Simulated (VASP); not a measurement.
Input of a VASP 6.6.1 run:

Contents of INCAR:

```
  PREC = Accurate
  ENCUT = 600
  EDIFF = 1E-6
  ISMEAR = 0
  SIGMA = 0.1
  LREAL = False
  LASPH = True
  NELM = 100
  ALGO = Normal
  ISIF = 3
  LWAVE = False
  LCHARG = False
  GGA = PE
  IBRION = 2
  NSW = 90
  EDIFFG = -0.04
```

Contents of KPOINTS:

```
Automatic mesh
0
Gamma
  3 3 4
```

File POSCAR:

```
InSb2As3
1.0
    6.2269024901      0.0000000000      0.0000000000
   -3.1134512451      5.3926557434      0.0000000000
    0.0000000000      0.0000000000      4.7230630554
In Sb As
1 2 3
Direct
    0.0000000000      0.0000000000      0.5000000000
    0.3333333333      0.6666666667      0.0000000000
    0.6666666667      0.3333333333      0.0000000000
    0.5000000000      0.0000000000      0.5000000000
    0.0000000000      0.5000000000      0.5000000000
    0.5000000000      0.5000000000      0.5000000000
```

Potentials or basis: VASP PAW PBE potentials, release 64 (In_d, Sb, As).

Command:

```bash
$ cat potpaw_PBE.64/In_d/POTCAR potpaw_PBE.64/Sb/POTCAR potpaw_PBE.64/As/POTCAR > POTCAR
$ mpirun -np 1 vasp_std > vasp.out
```

(1) Estimate the space group after relaxing (to 0.05 Å).

(2) What does it give for the relaxed cell?

(3) Predict the relaxed volume.

## Answers

(1) P6/mmm (No. 191).

(2) a = 6.978 Å, b = 6.978 Å, c = 4.045 Å, α = 90.00°, β = 90.00°, γ = 120.00°.

(3) 28.43 Å³/atom.

Caveat: the k points lie up to 0.39 Å⁻¹ apart in the final cell.
